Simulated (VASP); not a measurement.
Write the native input for VASP 6.6.1 that does the following.

```
Task                   : relaxation of cell and atoms
Functional             : PBE
Potentials or basis    : VASP PAW PBE potentials, release 64 (Na_pv, B)
Cutoff                 : 500 eV
k mesh                 : 7 × 7 × 7
Occupations            : fermi-dirac, width 0.1 eV
Spin                   : no spin polarisation
Target pressure        : 10 GPa
Dipole correction      : no
Further INCAR settings : ALGO = Normal; EDIFF = 1e-07; IBRION = 2; EDIFFG = -0.02; NSW = 100; ISIF = 3
```

The structure of NaB lies in POSCAR:

```
NaB
1.0
    0.0000000000      2.6838690000      2.6838690000
    2.6838690000      0.0000000000      2.6838690000
    2.6838690000      2.6838690000      0.0000000000
Na B
1 1
Direct
    0.0000000000      0.0000000000      0.0000000000
    0.5000000000      0.5000000000      0.5000000000
```

These files were run (other wordings do the same):

INCAR

```
SYSTEM = NaB
  ALGO = Normal
  EDIFF = 1E-7
  EDIFFG = -0.02
  ENCUT = 500
  GGA = PE
  GGA_COMPAT = .False.
  IBRION = 2
  ISIF = 3
  ISMEAR = -1
  LASPH = .True.
  LCHARG = .False.
  LREAL = .False.
  LWAVE = .False.
  NELM = 120
  NELMIN = 4
  NSW = 100
  PREC = Accurate
  PSTRESS = 100.0
  SIGMA = 0.1
```

KPOINTS

```
k-points
0
Gamma
  7 7 7
  0 0 0
```

Potentials or basis: VASP PAW PBE potentials, release 64 (Na_pv, B).

Launch:

```bash
$ cat potpaw_PBE.64/Na_pv/POTCAR potpaw_PBE.64/B/POTCAR > POTCAR
$ mpirun -np 1 vasp_std > vasp.out
```

It gave:

The relaxed volume is 15.40 Å³/atom and the relaxed cell is a = 3.518 Å, b = 3.518 Å, c = 3.518 Å, α = 60.00°, β = 60.00°, γ = 60.00°. The space group after relaxing (to 0.1 Å) is Fm-3m (No. 225). The energy change on relaxing (the run minimises the enthalpy) is +103.7 meV/atom, the ionic steps are 4 and the pressure after relaxing is 10.0 GPa. The band gap on the k mesh is zero (bands 5 and 6 overlap by 3.64 eV).

Caveat: the cell is relaxed towards a set pressure, so the run minimises the enthalpy, not the energy; the volume moved by over 15 % at a fixed basis, so the end points are rough.

Run time: 20 s on 1 thread of Intel(R) Xeon(R) Platinum 8259CL CPU @ 2.50GHz (Skylake/Cascade Lake), with other jobs on the host, peak memory 0.15 GiB.
